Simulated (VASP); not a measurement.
# RbCl (Fm-3m) in VASP: settings compared

The runs below take RbCl through relaxation of cell and atoms, single point, with r2SCAN, PBE.

Program: VASP 6.6.1. These are calculated values, not measurements. Logs are shortened: lines on timing, memory, paths and dates and some standing lists are left out, and cuts for length are marked.

**1. The cell of the first run**

Symmetry: Fm-3m, No. 225, cubic system. The conventional cell has a = 6.696 Å, b = 6.696 Å, c = 6.696 Å, α = 90.00°, β = 90.00°, γ = 90.00°. Rb (site symmetry m-3m) has 6 Cl at 3.35 Å within 4.4 Å. Within 4.4 Å of Cl (site symmetry m-3m) lie 6 Rb at 3.35 Å.

**2. Relaxation of cell and atoms, r2SCAN**

File POSCAR:

```
RbCl
1.0
    0.0000000000      3.3481352354      3.3481352354
    3.3481352354      0.0000000000      3.3481352354
    3.3481352354      3.3481352354      0.0000000000
Rb Cl
1 1
Direct
    0.0000000000      0.0000000000      0.0000000000
    0.5000000000      0.5000000000      0.5000000000
```

File INCAR.step1:

```
ALGO = Normal
EDIFF = 1E-5
EDIFFG = -0.005
ENCUT = 550
GGA = PE
GGA_COMPAT = F
IBRION = 2
ISIF = 3
ISMEAR = -1
LASPH = T
LCHARG = F
LREAL = F
LWAVE = T
NELM = 120
NELMIN = 4
NSW = 100
PREC = Accurate
SIGMA = 0.02
```

File INCAR.step2:

```
ALGO = Normal
EDIFF = 1E-7
EDIFFG = -0.005
ENCUT = 550
GGA_COMPAT = F
IBRION = 2
ISIF = 3
ISMEAR = -1
ISTART = 1
LASPH = T
LCHARG = F
LMIXTAU = T
LREAL = F
LWAVE = F
METAGGA = R2SCAN
NELM = 120
NELMIN = 4
NSW = 80
PREC = Accurate
SIGMA = 0.02
```

File KPOINTS:

```
k-points
0
Gamma
  6 6 6
```

Potentials or basis: VASP PAW PBE potentials, release 64 (Rb_sv, Cl).

The run is started by

```console
> cat potpaw_PBE.64/Rb_sv/POTCAR potpaw_PBE.64/Cl/POTCAR > POTCAR
> cp INCAR.step1 INCAR
> mpirun -np 1 vasp_std > vasp.out
> cp INCAR.step2 INCAR
> mpirun -np 1 vasp_std > vasp.out
```

OUTCAR:

```text
EDIFF = 1E-7
   EDIFFG = -0.005
   ENCUT = 550
   IBRION = 2
   ISIF = 3
   ISMEAR = -1
   ISTART = 1
   LASPH = T
   LREAL = F
   METAGGA = R2SCAN
   NELM = 120
   NELMIN = 4
   NSW = 80
   PREC = Accurate

 ion  position               nearest neighbor table
   1  0.000  0.000  0.000-   2 3.35   2 3.35   2 3.35   2 3.35   2 3.35   2 3.35
   2  0.500  0.500  0.500-   1 3.35   1 3.35   1 3.35   1 3.35   1 3.35   1 3.35

  LATTYP: Found a face centered cubic cell.
 ALAT       =     6.6962704708

  Lattice vectors:

 A1 = (   0.0000000000,   3.3481352354,   3.3481352354)
 A2 = (   3.3481352354,   0.0000000000,   3.3481352354)
 A3 = (   3.3481352354,   3.3481352354,   0.0000000000)

Analysis of symmetry for initial positions (statically):
=====================================================================
 Subroutine PRICEL returns:
 Original cell was already a primitive cell.

 Routine SETGRP: Setting up the symmetry group for a
 face centered cubic supercell.

 Subroutine GETGRP returns: Found 48 space group operations
 (whereof 48 operations were pure point group operations)
 out of a pool of 48 trial point group operations.

The static configuration has the point symmetry O_h .

Analysis of symmetry for dynamics (positions and initial velocities):
=====================================================================
 Subroutine PRICEL returns:
 Original cell was already a primitive cell.

 Routine SETGRP: Setting up the symmetry group for a
 face centered cubic supercell.

 Subroutine GETGRP returns: Found 48 space group operations
 (whereof 48 operations were pure point group operations)
 out of a pool of 48 trial point group operations.

The dynamic configuration has the point symmetry O_h .

 Subroutine INISYM returns: Found 48 space group operations
 (whereof 48 operations are pure point group operations),
 and found     1 'primitive' translations

----------------------------------------------------------------------------------------

                                     Primitive cell

  volume of cell :      75.0653

  direct lattice vectors                    reciprocal lattice vectors
     0.000000000  3.348135235  3.348135235    -0.149336859  0.149336859  0.149336859
     3.348135235  0.000000000  3.348135235     0.149336859 -0.149336859  0.149336859
     3.348135235  3.348135235  0.000000000     0.149336859  0.149336859 -0.149336859

  length of vectors
     4.734978259  4.734978259  4.734978259     0.258659027  0.258659027  0.258659027
[... 64 lines left out ...]
   ISTART =      1    job   : 0-new  1-cont  2-samecut
   ICHARG =      0    charge: 1-file 2-atom 10-const
   ISPIN  =      1    spin polarized calculation?
   LNONCOLLINEAR =      F non collinear calculations
   LSORBIT =      F    spin-orbit coupling
   LASPH  =      T    aspherical Exc in radial PAW
   ENCUT  =  550.0 eV  40.42 Ry    6.36 a.u.   9.05  9.05  9.05*2*pi/ulx,y,z
   NELM   =    120;   NELMIN=  4; NELMDL=  0     # of ELM steps
   EDIFF  = 0.1E-06   stopping-criterion for ELM
   LREAL  =      F    real-space projection
   EDIFFG = -.5E-02   stopping-criterion for IOM
   NSW    =     80    number of steps for IOM
   IBRION =      2    ionic relax: 0-MD 1-quasi-New 2-CG
   NFREE  =      1    steps in history (QN), initial steepest desc. (CG)
   ISIF   =      3    stress and relaxation
   ISYM   =      2    0-nonsym 1-usesym 2-fastsym
   POTIM  = 0.5000    time-step for ionic-motion
   TEBEG  =    0.0;   TEEND  =   0.0 temperature during run
   PSTRESS=    0.0 pullay stress
   NELECT =      16.0000    total number of electrons
   NUPDOWN=      -1.0000    fix difference up-down
   EMIN   =  10.00;   EMAX   =-10.00  energy-range for DOS
   EFERMI =   0.00;   METHOD = LEGACY
   ISMEAR =    -1;   SIGMA  =   0.02  broadening in eV -4-tet -1-fermi 0-gaus
   EFERMI_NEDOS =   21; number of points for ismear=-14 and -15
   IALGO  =     38    algorithm
   IMIX   =      4    mixing-type and parameters
     AMIX     =   0.40;   BMIX     =  1.00
     AMIX_MAG =   1.60;   BMIX_MAG =  1.00
  volume/ion in A,a.u.               =      37.53       253.28
  Fermi-wavevector in a.u.,A,eV,Ry     =   0.977917  1.847994 13.011536  0.956321
  Thomas-Fermi vector in A             =   2.108652
   LORBIT       =      0    0 simple, 1 ext, 2 COOP (PROOUT), +10 PAW based schemes
   METAGGA = R2SCAN    functional components
   LHFCALC =     F    Hartree Fock is set to
   AEXX    =    0.0000 exact exchange contribution
   IVDW    =     0    specifies the selected vdW correction
   LEPSILON=     F    determine dielectric tensor
   LRPA    =     F    only Hartree local field effects (RPA)
 conjugate gradient relaxation of ions
 non-spin polarized calculation
  energy-cutoff  :      550.00
  volume of cell :       75.07
 maximum number of plane-waves:      2215
   NGX = 19   NGY = 19   NGZ = 19

--------------------------------------- Ionic step        1  -------------------------------------------

 number of electron      16.0000000 magnetization

 Free energy of the ion-electron system (eV)
  ---------------------------------------------------
  ext. energy  EPLUGINS =         0.00000000
  ---------------------------------------------------
  free energy    TOTEN  =       -24.38120899 eV

  energy without entropy =      -24.38120899  energy(sigma->0) =      -24.38120899

------------------------ aborting loop because EDIFF is reached ----------------------------------------

  FORCE on cell =-STRESS in cart. coord.  units (eV):
  Direction    XX          YY          ZZ          XY          YZ          ZX
  --------------------------------------------------------------------------------------
  -------------------------------------------------------------------------------------
  Total       -0.2598721     -0.2598721     -0.2598721      0.0000000      0.0000000      0.0000000
  in kB       -5.5466560     -5.5466560     -5.5466560      0.0000000      0.0000000      0.0000000
  external PRESSURE =      -5.5466560 kB  Pullay stress =       0.0000000 kB
[... 59 lines left out ...]
--------------------------------------- Ionic step        3  -------------------------------------------

 number of electron      16.0000002 magnetization

 Free energy of the ion-electron system (eV)
  ---------------------------------------------------
  ext. energy  EPLUGINS =         0.00000000
  ---------------------------------------------------
  free energy    TOTEN  =       -24.38597741 eV

  energy without entropy =      -24.38597741  energy(sigma->0) =      -24.38597741

 E-fermi :  -1.8687     XC(G=0):  -7.7031

 val. band max:       -2.3599193726   @ k =   0.0000   0.0000   0.0000
 cond. band min:       3.1856890900   @ k =   0.0000   0.0000   0.0000
 fundamental gap:      5.5456084626
 Fermi energy:        -1.8687145923

 k-point     1 :       0.0000    0.0000    0.0000
  band No.  band energies     occupation
      1     -27.0396      2.00000
      2     -14.8907      2.00000
      3     -10.5425      2.00000
      4     -10.5425      2.00000
      5     -10.5425      2.00000
      6      -2.3599      2.00000
      7      -2.3599      2.00000
      8      -2.3599      2.00000
      9       3.1857      0.00000
     10       6.2442      0.00000
     11       6.2442      0.00000
     12       6.2442      0.00000
[... 252 lines left out ...]
  FREE ENERGIE OF THE ION-ELECTRON SYSTEM (eV)
  ---------------------------------------------------
  free  energy   TOTEN  =       -24.3859774076 eV

  energy  without entropy=      -24.3859774076  energy(sigma->0) =      -24.38597741

 reached required accuracy - stopping structural energy minimisation
```

OUTCAR.step1:

```text
EDIFF = 1E-5
   EDIFFG = -0.005
   ENCUT = 550
   GGA = PE
   IBRION = 2
   ISIF = 3
   ISMEAR = -1
   LASPH = T
   LREAL = F
   NELM = 120
   NELMIN = 4
   NSW = 100
   PREC = Accurate

[... 269 lines left out ...]
      1     -26.1386      2.00000
      2     -14.0297      2.00000
      3     -10.1869      2.00000
      4     -10.1869      2.00000
      5     -10.1869      2.00000
      6      -2.0792      2.00000
      7      -2.0792      2.00000
      8      -2.0792      2.00000
      9       2.7440      0.00000
     10       5.8719      0.00000
     11       5.8719      0.00000
     12       5.8719      0.00000
[... 252 lines left out ...]
  FREE ENERGIE OF THE ION-ELECTRON SYSTEM (eV)
  ---------------------------------------------------
  free  energy   TOTEN  =        -6.6759595007 eV

  energy  without entropy=       -6.6759595007  energy(sigma->0) =       -6.67595950

 reached required accuracy - stopping structural energy minimisation
```

OSZICAR.step1:

```text
N       E                     dE             d eps       ncg     rms          rms(c)
DAV:   1     0.945342775216E+02    0.94534E+02   -0.71176E+03   384   0.120E+03
DAV:   2    -0.415013532864E+00   -0.94949E+02   -0.88585E+02   592   0.201E+02
DAV:   3    -0.688145784867E+01   -0.64664E+01   -0.64442E+01   476   0.582E+01
DAV:   4    -0.705365339568E+01   -0.17220E+00   -0.17213E+00   568   0.919E+00
[... 15 lines left out ...]
       N       E                     dE             d eps       ncg     rms          rms(c)
DAV:   1    -0.667686492368E+01   -0.89868E-03   -0.17823E-02   408   0.989E-01    0.166E-01
DAV:   2    -0.667611531632E+01    0.74961E-03   -0.16184E-03   488   0.281E-01    0.607E-02
DAV:   3    -0.667596421934E+01    0.15110E-03   -0.42005E-04   500   0.134E-01    0.293E-02
DAV:   4    -0.667595950066E+01    0.47187E-05   -0.44481E-05   564   0.382E-02
   3 F= -.66759595E+01 E0= -.66759595E+01  d E =-.733058E-05
```

Run time: 86 s. Hardware: 1 thread of Intel Xeon 6975P-C (Granite Rapids), shared host; peak memory 0.23 GiB.

What came out:

| Quantity | Value |
| --- | --- |
| Free energy | -24.3860 eV |
| Relaxed volume | 36.25 Å³/atom |
| Relaxed cell | a = 4.681 Å, b = 4.681 Å, c = 4.681 Å, α = 60.00°, β = 60.00°, γ = 60.00° |
| Space group after relaxing (to 0.05 Å) | Fm-3m (No. 225) |
| Energy gained by relaxing | 2.4 meV/atom |
| Ionic steps | 3 |
| Pressure after relaxing | 0.0 GPa |
| Band gap on the k mesh | 5.55 eV, direct |

The path:
```tsv
step	energy change (eV)	largest force (eV/Å)	pressure (GPa)	volume (Å³)
1	0.0000	0.0000	-0.55	75.07
2	-0.0037	0.0000	-0.28	73.66
3	-0.0048	0.0000	-0.02	72.51
```

Final structure:
```
Rb Cl
1.0
     0.00000    3.30964    3.30964
     3.30964    0.00000    3.30964
     3.30964    3.30964    0.00000
Rb Cl
1 1
Cartesian
  0.0000 0.0000 0.0000
  3.3096 3.3096 3.3096
```

Caveat: the PAW data sets were made with another functional, which shifts forces and pressure a little.

**3. Single point, PBE, non-collinear spin, zero start, spin-orbit coupling**

This run uses another cell than the first one, of 36.13 Å³/atom, 0.963 times its volume.

File INCAR:

```
ALGO = Normal ; EDIFF = 1E-6
ENCUT = 500 ; GGA = PE
GGA_COMPAT = F ; ISIF = 2
ISMEAR = 0 ; LASPH = T
LCHARG = F ; LNONCOLLINEAR = T
LORBIT = 11 ; LORBMOM = T
LREAL = F ; LSORBIT = T
LWAVE = F ; MAGMOM = 0 0 0 0 0 0
NBANDS = 28 ; NELM = 200
PREC = Accurate ; SIGMA = 0.01
```

KPOINTS is that of step 2.

File POSCAR:

```
RbCl
1.0
    0.0000000000      3.3058125293      3.3058125293
    3.3058125293      0.0000000000      3.3058125293
    3.3058125293      3.3058125293      0.0000000000
Rb Cl
1 1
Direct
    0.0000000000      0.0000000000      0.0000000000
    0.5000000000      0.5000000000      0.5000000000
```

Potentials or basis: VASP PAW PBE potentials, release 64 (Rb_sv, Cl).

The run is started by

```console
> cat potpaw_PBE.64/Rb_sv/POTCAR potpaw_PBE.64/Cl/POTCAR > POTCAR
> mpirun -np 1 vasp_ncl > vasp.out
```

OUTCAR:

```text
EDIFF = 1E-6
   ENCUT = 500
   GGA = PE
   ISIF = 2
   ISMEAR = 0
   LASPH = T
   LNONCOLLINEAR = T
   LORBIT = 11
   LREAL = F
   LSORBIT = T
   NELM = 200
   PREC = Accurate

 ion  position               nearest neighbor table
   1  0.000  0.000  0.000-   2 3.31   2 3.31   2 3.31   2 3.31   2 3.31   2 3.31
   2  0.500  0.500  0.500-   1 3.31   1 3.31   1 3.31   1 3.31   1 3.31   1 3.31

  LATTYP: Found a face centered cubic cell.
 ALAT       =     6.6116250586

  Lattice vectors:

 A1 = (   0.0000000000,   3.3058125293,   3.3058125293)
 A2 = (   3.3058125293,   0.0000000000,   3.3058125293)
 A3 = (   3.3058125293,   3.3058125293,   0.0000000000)

Analysis of symmetry for initial positions (statically):
=====================================================================
 Subroutine PRICEL returns:
 Original cell was already a primitive cell.

 Routine SETGRP: Setting up the symmetry group for a
 face centered cubic supercell.

 Subroutine GETGRP returns: Found 48 space group operations
 (whereof 48 operations were pure point group operations)
 out of a pool of 48 trial point group operations.
[... 750 lines left out ...]
     0.0000000     0.0000000     0.0000000     0.0000000     0.0000000     0.0000000     0.0000000
     0.0000000     0.0000000     0.0000000     0.0000000     0.0000000     0.0000000     0.0000000
     0.0000000     0.0000000     0.0000000     0.0000000     0.0000000     0.0000000     0.0000000
     0.0000000     0.0000000     0.0000000     0.0000000     0.0000000     0.0000000     0.0000000
     0.0000000     0.0000000     0.0000000     0.0000000     0.0000000     0.0000000     0.0000000

 Ion:    2  E_soc:     -0.0029966
 l=   1
     0.0000000    -0.0004994    -0.0004994
    -0.0004994     0.0000000    -0.0004994
    -0.0004994    -0.0004994     0.0000000
 l=   2
     0.0000000     0.0000000     0.0000000     0.0000000     0.0000000
     0.0000000     0.0000000     0.0000000     0.0000000     0.0000000
     0.0000000     0.0000000     0.0000000     0.0000000     0.0000000
     0.0000000     0.0000000     0.0000000     0.0000000     0.0000000
     0.0000000     0.0000000     0.0000000     0.0000000     0.0000000
 l=   3
     0.0000000     0.0000000     0.0000000     0.0000000     0.0000000     0.0000000     0.0000000
     0.0000000     0.0000000     0.0000000     0.0000000     0.0000000     0.0000000     0.0000000
     0.0000000     0.0000000     0.0000000     0.0000000     0.0000000     0.0000000     0.0000000
     0.0000000     0.0000000     0.0000000     0.0000000     0.0000000     0.0000000     0.0000000
     0.0000000     0.0000000     0.0000000     0.0000000     0.0000000     0.0000000     0.0000000
     0.0000000     0.0000000     0.0000000     0.0000000     0.0000000     0.0000000     0.0000000
     0.0000000     0.0000000     0.0000000     0.0000000     0.0000000     0.0000000     0.0000000

 total charge

# of ion       s       p       d       tot
------------------------------------------
    1        1.939   5.353   0.022   7.315
    2        1.589   3.563   0.000   5.152
--------------------------------------------------
tot          3.528   8.917   0.022  12.467

 magnetization (x)

# of ion       s       p       d       tot
------------------------------------------
    1        0.000   0.000   0.000   0.000
    2        0.000   0.000   0.000   0.000
--------------------------------------------------
tot          0.000   0.000   0.000   0.000

 magnetization (y)

# of ion       s       p       d       tot
------------------------------------------
    1        0.000   0.000   0.000   0.000
    2        0.000   0.000   0.000   0.000
--------------------------------------------------
tot          0.000   0.000   0.000   0.000

 magnetization (z)

# of ion       s       p       d       tot
------------------------------------------
    1       -0.000   0.000   0.000  -0.000
    2        0.000   0.000   0.000   0.000
--------------------------------------------------
tot         -0.000   0.000   0.000  -0.000
```

OSZICAR:

```text
N       E                     dE             d eps       ncg     rms          rms(c)
DAV:   1     0.951836101220E+02    0.95184E+02   -0.66208E+03   896   0.956E+02
DAV:   2     0.601161852704E+00   -0.94582E+02   -0.89387E+02  1268   0.197E+02
DAV:   3    -0.688340388479E+01   -0.74846E+01   -0.74457E+01  1280   0.537E+01
DAV:   4    -0.706103743386E+01   -0.17763E+00   -0.17740E+00  1280   0.784E+00
DAV:   5    -0.706471907609E+01   -0.36816E-02   -0.36815E-02  1180   0.995E-01    0.356E+00
DAV:   6    -0.670305673657E+01    0.36166E+00   -0.53731E-01  1060   0.373E+00    0.268E+00
DAV:   7    -0.668069815299E+01    0.22359E-01   -0.14574E-01  1128   0.201E+00    0.174E+00
DAV:   8    -0.668984922305E+01   -0.91511E-02   -0.15355E-02  1184   0.603E-01    0.964E-01
DAV:   9    -0.669630106495E+01   -0.64518E-02   -0.51501E-03   940   0.525E-01    0.166E-01
DAV:  10    -0.669712585638E+01   -0.82479E-03   -0.73540E-04  1116   0.157E-01    0.845E-02
DAV:  11    -0.669756764410E+01   -0.44179E-03   -0.36630E-04   944   0.133E-01    0.154E-02
DAV:  12    -0.669757660279E+01   -0.89587E-05   -0.82662E-06  1328   0.184E-02    0.538E-03
DAV:  13    -0.669758182993E+01   -0.52271E-05   -0.31363E-06   880   0.120E-02    0.303E-03
DAV:  14    -0.669758356364E+01   -0.17337E-05   -0.26355E-06   872   0.113E-02    0.168E-03
DAV:  15    -0.669758358457E+01   -0.20931E-07   -0.55376E-08   836   0.184E-03
   1 F= -.66975836E+01 E0= -.66975836E+01  d E =-.105545E-74  mag=    -0.0000     0.0000     0.0000
```

It took 43 s on 1 thread of Intel Xeon 6975P-C (Granite Rapids), shared host; peak memory 0.39 GiB.

What came out:

- Free energy: -6.6976 eV
- Pressure: 0.6 GPa
- Net moment: 0.00 μB per cell
- Valence electrons inside the program's atomic spheres: Rb 7.32; Cl 5.15

Moments on the atoms (μB; x, y, z):
```
Rb  0.00 0.00 0.00
Cl  0.00 0.00 0.00
```
